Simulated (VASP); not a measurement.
# CdTe: single point with r2SCAN

Crystal: CdTe.

```
CELL_PARAMETERS angstrom
0.00000 2.85547 4.03764
2.85547 0.00000 4.03764
2.85547 2.85547 0.00000
ATOMIC_POSITIONS crystal
Cd 0.00000 0.00000 0.00000
Te 0.75000 0.75000 0.75000
```

This cell differs from its parent crystal: ratio of the length along z to the lengths across it x 1.414, volume and fractional coordinates fixed.

```yaml
Program: VASP 6.6.1
Task: single point
Functional: r2SCAN
Potentials_or_basis: VASP PAW PBE potentials, release 64 (Cd, Te)
Cutoff: 520 eV
k_mesh: 8 × 8 × 8
Occupations: gaussian, width 0.05 eV
Spin: no spin polarisation
Dipole_correction: no
Further_INCAR_settings: ALGO = Normal; EDIFF = 1e-06; NBANDS = 16
```

| Property | Result |
| --- | --- |
| Pressure | 1.6 GPa |
| Band gap on the k mesh | zero (bands 9 and 10 overlap by 0.05 eV) |

Stress tensor (GPa, compression positive):
```
 5.26  0.00  0.00
 0.00  5.26  0.00
 0.00  0.00 -5.66
```

Levels at points of the mesh, in eV from the Fermi level:
```
           k point  band 7  band 8  band 9  band 10  band 11  band 12
(0.00, 0.00, 0.00)   -2.09   -0.16   -0.07    -0.07     4.89     4.89
(0.50, 0.00, 0.00)   -5.09   -2.42   -0.26     0.54     5.39     6.34
(0.50, 0.50, 0.00)   -6.07   -1.28   -1.28     3.60     4.09     6.82
(0.50, 0.00, 0.50)   -4.30   -3.09   -2.58     1.54     1.79     6.48
```

It took 110 s on 1 thread of Intel(R) Xeon(R) 6975P-C (Granite Rapids) (shared host), peak memory 0.26 GiB.

Caveat: the stress differs along the axes, from -6 to 5 GPa; semilocal functionals underestimate gaps, and a narrow one can read as zero; the PAW data sets were made with another functional, which shifts forces and pressure a little; spin-orbit coupling is left out, which moves the levels of the heavy elements.
